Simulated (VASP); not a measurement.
Write the native input for VASP 6.6.1 that does the following.

| Item | Value |
| --- | --- |
| Task | single point |
| Functional | PBE |
| Potentials or basis | VASP PAW PBE potentials, release 64 (Ag) |
| Cutoff | 500 eV |
| k mesh | 11 × 11 × 11 |
| Occupations | gaussian, width 0.019 eV |
| Spin | no spin polarisation |
| Dipole correction | no |
| Further INCAR settings | ALGO = Normal; EDIFF = 1e-06; NBANDS = 12 |

The structure of Ag lies in POSCAR:

```
Ag
1.0
   -1.6556540000      1.6556540000      1.6556540000
    1.6556540000     -1.6556540000      1.6556540000
    1.6556540000      1.6556540000     -1.6556540000
Ag
1
Direct
    0.0000000000      0.0000000000      0.0000000000
```

The input as run:

INCAR

```
ALGO = Normal ; EDIFF = 1E-6
ENCUT = 500 ; GGA = PE
GGA_COMPAT = False ; ISIF = 2
ISMEAR = 0 ; LASPH = True
LCHARG = False ; LREAL = False
LWAVE = False ; NBANDS = 12
NELM = 120 ; PREC = Accurate
SIGMA = 0.019000000000000003
```

KPOINTS

```
k-points
0
Gamma
  11 11 11
```

Potentials or basis: VASP PAW PBE potentials, release 64 (Ag).

Run with:

```sh
$ cat potpaw_PBE.64/Ag/POTCAR > POTCAR
$ mpirun -np 1 vasp_std > vasp.out
```

It gave:

```
Pressure : -0.9 GPa
```

It took 15 s on 1 thread of Intel Xeon 8259CL, on a shared host, peak memory 0.14 GiB.
